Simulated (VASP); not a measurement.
# NbSi2 (P6_222) in VASP: single point with LDA

Aim: the single point of NbSi2 with LDA.

Everything below comes from runs of VASP 6.6.1. Logs are shortened: lines on timing, memory, paths and dates and some standing lists are left out, and cuts for length are marked.

## Step 1: The cell of the first run

It takes space group P6_222 (No. 180, hexagonal). Conventional cell: a = 4.744 Å, b = 4.744 Å, c = 6.537 Å, α = 90.00°, β = 90.00°, γ = 120.00°. Within 3.4 Å of Nb (site symmetry 222) lie 10 Si at 2.59 to 2.80 Å and 4 Nb at 3.22 Å. Within 3.4 Å of Si (site symmetry 2) lie 9 Si at 2.54 to 3.30 Å and 5 Nb at 2.59 to 2.80 Å.

## Step 2: Single point, LDA

Contents of INCAR:

```
PREC = Accurate
ENCUT = 520
EDIFF = 1E-7
ISMEAR = 0
SIGMA = 0.1
LREAL = False
LASPH = True
NELM = 80
ALGO = Normal
ISIF = 2
LWAVE = False
LCHARG = False
GGA = CA
NBANDS = 42
```

Contents of KPOINTS:

```
Automatic mesh
0
Gamma
  9 9 6
```

Contents of POSCAR:

```
NbSi2
1.0
    4.7441133489      0.0000000000      0.0000000000
   -2.3720566744      4.1085226786      0.0000000000
    0.0000000000      0.0000000000      6.5373012757
Nb Si
3 6
Direct
    0.5000000000      0.0000000000      0.5000000000
    0.5000000000      0.5000000000      0.8333333333
    0.0000000000      0.5000000000      0.1666666667
    0.1596027738      0.3192055475      0.5000000000
    0.8403972262      0.1596027738      0.8333333333
    0.6807944525      0.8403972262      0.1666666667
    0.8403972262      0.6807944525      0.5000000000
    0.1596027738      0.8403972262      0.8333333333
    0.3192055475      0.1596027738      0.1666666667
```

Potentials or basis: VASP PAW LDA potentials, release 64 (Nb_sv, Si).

The run is started by

```bash
cat potpaw_LDA.64/Nb_sv/POTCAR potpaw_LDA.64/Si/POTCAR > POTCAR
mpirun -np 1 vasp_std > vasp.out
```

OUTCAR:

```text
PREC = Accurate
   ENCUT = 520
   EDIFF = 1E-7
   ISMEAR = 0
   LREAL = False
   LASPH = True
   NELM = 80
   ISIF = 2
   GGA = CA

 ion  position               nearest neighbor table
   1  0.500  0.000  0.500-   5 2.59   8 2.59   6 2.59   9 2.59   4 2.71   7 2.71   4 2.71   7 2.71
                             4 2.80   7 2.80
   2  0.500  0.500  0.833-   4 2.59   7 2.59   6 2.59   9 2.59   5 2.71   8 2.71   8 2.71   5 2.71
                             8 2.80   5 2.80
   3  0.000  0.500  0.167-   4 2.59   7 2.59   5 2.59   8 2.59   6 2.71   9 2.71   9 2.71   6 2.71
                             6 2.80   9 2.80
   4  0.160  0.319  0.500-   9 2.54   5 2.54   2 2.59   3 2.59   7 2.62   1 2.71   1 2.71   1 2.80
                             7 2.80   7 2.80   8 3.15   6 3.15
   5  0.840  0.160  0.833-   4 2.54   6 2.54   1 2.59   3 2.59   8 2.62   2 2.71   2 2.71   2 2.80
                             8 2.80   8 2.80   7 3.15   9 3.15
   6  0.681  0.840  0.167-   7 2.54   5 2.54   1 2.59   2 2.59   9 2.62   3 2.71   3 2.71   3 2.80
                             9 2.80   9 2.80   4 3.15   8 3.15
   7  0.840  0.681  0.500-   6 2.54   8 2.54   2 2.59   3 2.59   4 2.62   1 2.71   1 2.71   1 2.80
                             4 2.80   4 2.80   5 3.15   9 3.15
   8  0.160  0.840  0.833-   7 2.54   9 2.54   1 2.59   3 2.59   5 2.62   2 2.71   2 2.71   2 2.80
                             5 2.80   5 2.80   4 3.15   6 3.15
   9  0.319  0.160  0.167-   4 2.54   8 2.54   1 2.59   2 2.59   6 2.62   3 2.71   3 2.71   3 2.80
                             6 2.80   6 2.80   7 3.15   5 3.15

  LATTYP: Found a hexagonal cell.
 ALAT       =     4.7441133489
 C/A-ratio  =     1.3779816785

  Lattice vectors:

 A1 = (   4.7441133489,   0.0000000000,   0.0000000000)
 A2 = (  -2.3720566744,   4.1085226786,   0.0000000000)
 A3 = (   0.0000000000,   0.0000000000,   6.5373012757)

Analysis of symmetry for initial positions (statically):
=====================================================================
 Subroutine PRICEL returns:
 Original cell was already a primitive cell.

 Routine SETGRP: Setting up the symmetry group for a
 hexagonal supercell.

 Subroutine GETGRP returns: Found 12 space group operations
 (whereof  4 operations were pure point group operations)
 out of a pool of 24 trial point group operations.

The static configuration has the point symmetry D_2 .
 The point group associated with its full space group is D_6 .

Analysis of symmetry for dynamics (positions and initial velocities):
=====================================================================
 Subroutine PRICEL returns:
 Original cell was already a primitive cell.

 Routine SETGRP: Setting up the symmetry group for a
 hexagonal supercell.

 Subroutine GETGRP returns: Found 12 space group operations
 (whereof  4 operations were pure point group operations)
 out of a pool of 24 trial point group operations.

The dynamic configuration has the point symmetry D_2 .
 The point group associated with its full space group is D_6 .

 Subroutine INISYM returns: Found 12 space group operations
 (whereof  4 operations are pure point group operations),
 and found     1 'primitive' translations

----------------------------------------------------------------------------------------

                                     Primitive cell

  volume of cell :     127.4205

  direct lattice vectors                    reciprocal lattice vectors
     4.744113349  0.000000000  0.000000000     0.210787544  0.121698245  0.000000000
    -2.372056674  4.108522679  0.000000000     0.000000000  0.243396490  0.000000000
     0.000000000  0.000000000  6.537301276     0.000000000  0.000000000  0.152968321

  length of vectors
     4.744113349  4.744113349  6.537301276     0.243396490  0.243396490  0.152968321

  position of ions in fractional coordinates (direct lattice)
     0.500000000  0.000000000  0.500000000
     0.500000000  0.500000000  0.833333333
     0.000000000  0.500000000  0.166666667
     0.159602774  0.319205547  0.500000000
     0.840397226  0.159602774  0.833333333
     0.680794453  0.840397226  0.166666667
     0.840397226  0.680794453  0.500000000
     0.159602774  0.840397226  0.833333333
     0.319205547  0.159602774  0.166666667

  ion indices of the primitive-cell ions
   primitive index   ion index
                 1           1
                 2           2
                 3           3
                 4           4
                 5           5
                 6           6
                 7           7
                 8           8
                 9           9

----------------------------------------------------------------------------------------

 KPOINTS: Automatic mesh

Automatic generation of k-mesh.
 Grid dimensions read from file:
 generate k-points for:    9    9    6

 Generating k-lattice:

  Cartesian coordinates                     Fractional coordinates (reciprocal lattice)
     0.023420838  0.013522027  0.000000000     0.111111111  0.000000000  0.000000000
     0.000000000  0.027044054  0.000000000     0.000000000  0.111111111  0.000000000
     0.000000000  0.000000000  0.025494720     0.000000000  0.000000000  0.166666667

  Length of vectors
     0.027044054  0.027044054  0.025494720

  Shift w.r.t. Gamma in fractional coordinates (k-lattice)
     0.000000000  0.000000000  0.000000000

 Subroutine IBZKPT returns following result:
 ===========================================

 Found     48 irreducible k-points:

 Following reciprocal coordinates:
            Coordinates               Weight
  0.000000  0.000000  0.000000      1.000000
  0.111111  0.000000  0.000000      6.000000
  0.222222  0.000000  0.000000      6.000000
  0.333333  0.000000  0.000000      6.000000
  0.444444  0.000000  0.000000      6.000000
  0.111111  0.111111  0.000000      6.000000
[... 16 lines left out ...]
  0.333333  0.222222  0.166667     24.000000
  0.333333  0.333333  0.166667      4.000000
 [... further k-points ...]
   k-points           NKPTS =     48   k-points in BZ     NKDIM =     48   number of bands    NBANDS=     42
   number of dos      NEDOS =    301   number of ions     NIONS =      9
   total plane-waves  NPLWV =  64800
   dimension x,y,z NGX =    36 NGY =   36 NGZ =   50
   dimension x,y,z NGXF=    72 NGYF=   72 NGZF=  100
   ions per type =               3   6
   NGX,Y,Z   is equivalent  to a cutoff of  12.62, 12.62, 12.72 a.u.
   NGXF,Y,Z  is equivalent  to a cutoff of  25.23, 25.23, 25.43 a.u.
 SYSTEM =  unknown system
   PREC   = accura    normal or accurate (medium, high low for compatibility)
   ISTART =      0    job   : 0-new  1-cont  2-samecut
   ICHARG =      2    charge: 1-file 2-atom 10-const
   ISPIN  =      1    spin polarized calculation?
   LNONCOLLINEAR =      F non collinear calculations
   LSORBIT =      F    spin-orbit coupling
   LASPH  =      T    aspherical Exc in radial PAW
   ENCUT  =  520.0 eV  38.22 Ry    6.18 a.u.   8.82  8.82 12.16*2*pi/ulx,y,z
   NELM   =     80;   NELMIN=  2; NELMDL= -5     # of ELM steps
   EDIFF  = 0.1E-06   stopping-criterion for ELM
   LREAL  =      F    real-space projection
   EDIFFG = 0.1E-05   stopping-criterion for IOM
   NSW    =      0    number of steps for IOM
   IBRION =     -1    ionic relax: 0-MD 1-quasi-New 2-CG
   NFREE  =      0    steps in history (QN), initial steepest desc. (CG)
   ISIF   =      2    stress and relaxation
   ISYM   =      2    0-nonsym 1-usesym 2-fastsym
   POTIM  = 0.5000    time-step for ionic-motion
   TEBEG  =    0.0;   TEEND  =   0.0 temperature during run
   PSTRESS=    0.0 pullay stress
   NELECT =      63.0000    total number of electrons
   NUPDOWN=      -1.0000    fix difference up-down
   EMIN   =  10.00;   EMAX   =-10.00  energy-range for DOS
   EFERMI =   0.00;   METHOD = LEGACY
   ISMEAR =     0;   SIGMA  =   0.10  broadening in eV -4-tet -1-fermi 0-gaus
   EFERMI_NEDOS =   21; number of points for ismear=-14 and -15
   IALGO  =     38    algorithm
   IMIX   =      4    mixing-type and parameters
     AMIX     =   0.40;   BMIX     =  1.00
     AMIX_MAG =   1.60;   BMIX_MAG =  1.00
  volume/ion in A,a.u.               =      14.16        95.54
  Fermi-wavevector in a.u.,A,eV,Ry     =   1.294520  2.446287 22.800381  1.675781
  Thomas-Fermi vector in A             =   2.426097
   LORBIT       =      0    0 simple, 1 ext, 2 COOP (PROOUT), +10 PAW based schemes
   GGA     = CA    functional components
   LHFCALC =     F    Hartree Fock is set to
   AEXX    =    0.0000 exact exchange contribution
   IVDW    =     0    specifies the selected vdW correction
   LEPSILON=     F    determine dielectric tensor
   LRPA    =     F    only Hartree local field effects (RPA)
 non-spin polarized calculation
 Gauss-broadening in eV      SIGMA  =   0.10
  energy-cutoff  :      520.00
  volume of cell :      127.42
 maximum number of plane-waves:      3456
 NGX is ok and might be reduce to    36
   NGX = 17   NGY = 17   NGZ = 25

 number of electron      62.9999996 magnetization

 Free energy of the ion-electron system (eV)
  ---------------------------------------------------
  ext. energy  EPLUGINS =         0.00000000
  ---------------------------------------------------
  free energy    TOTEN  =       -75.32634464 eV

  energy without entropy =      -75.30364917  energy(sigma->0) =      -75.31499691

 E-fermi :  11.7438     XC(G=0): -12.2642

 val. band max:       11.7399668596   @ k =   0.3333   0.1111   0.3333
 cond. band min:      11.7518649256   @ k =   0.3333   0.1111   0.5000
 fundamental gap:      0.0118980659
 Fermi energy:        11.7438224259

 k-point     1 :       0.0000    0.0000    0.0000
  band No.  band energies     occupation
      1     -42.4765      2.00000
      2     -42.4328      2.00000
      3     -42.4328      2.00000
      4     -18.9247      2.00000
      5     -18.9247      2.00000
      6     -18.9116      2.00000
[... 34 lines left out ...]
     41      15.7947      0.00000
     42      15.7960      0.00000
[... 994 lines left out ...]
      2     -42.4496      2.00000
      3     -42.4337      2.00000
      4     -18.9930      2.00000
      5     -18.9508      2.00000
      6     -18.9145      2.00000
[... 34 lines left out ...]
     41      15.5211      0.00000
     42      15.8355      0.00000

 [... further k-points ...]

------------------------ aborting loop because EDIFF is reached ----------------------------------------

  FORCE on cell =-STRESS in cart. coord.  units (eV):
  Direction    XX          YY          ZZ          XY          YZ          ZX
  --------------------------------------------------------------------------------------
  -------------------------------------------------------------------------------------
  Total        0.0089638      0.0089638      0.0189666      0.0000000     -0.0000000      0.0000000
  in kB        0.1127100      0.1127100      0.2384854      0.0000000     -0.0000000      0.0000000
  external PRESSURE =       0.1546352 kB  Pullay stress =       0.0000000 kB

 VOLUME and BASIS-vectors are now :
 -----------------------------------------------------------------------------
  energy-cutoff  :      520.00
  volume of cell :      127.42
      direct lattice vectors                 reciprocal lattice vectors
     4.744113349  0.000000000  0.000000000     0.210787544  0.121698245  0.000000000
    -2.372056674  4.108522679  0.000000000     0.000000000  0.243396490  0.000000000
     0.000000000  0.000000000  6.537301276     0.000000000  0.000000000  0.152968321

 POSITION                                       TOTAL-FORCE (eV/Angst)
 -----------------------------------------------------------------------------------
      2.37206      0.00000      3.26865         0.000000      0.000000     -0.000000
      1.18603      2.05426      5.44775        -0.000000      0.000000     -0.000000
     -1.18603      2.05426      1.08955         0.000000     -0.000000     -0.000000
      0.00000      1.31146      3.26865         0.000000      0.001693     -0.000000
      3.60835      0.65573      5.44775        -0.001466      0.000846      0.000000
      1.23630      3.45279      1.08955        -0.001466     -0.000846     -0.000000
      2.37206      2.79706      3.26865        -0.000000     -0.001693     -0.000000
     -1.23630      3.45279      5.44775         0.001466     -0.000846      0.000000
      1.13576      0.65573      1.08955         0.001466      0.000846     -0.000000
 -----------------------------------------------------------------------------------
    total drift:                               -0.000000      0.000000      0.000001

  FREE ENERGIE OF THE ION-ELECTRON SYSTEM (eV)
  ---------------------------------------------------
  free  energy   TOTEN  =       -75.3263446411 eV

  energy  without entropy=      -75.3036491720  energy(sigma->0) =      -75.31499691
```

Wall time 7.8 min (1 thread of AMD EPYC 7R43 (Zen 3), shared host); peak memory 0.28 GiB.

What came out:

```yaml
Free_energy: -75.3263 eV
Pressure: 0.0 GPa
Band_gap_on_the_k_mesh: zero (an odd number of electrons rules out a gap without spin polarisation)
```
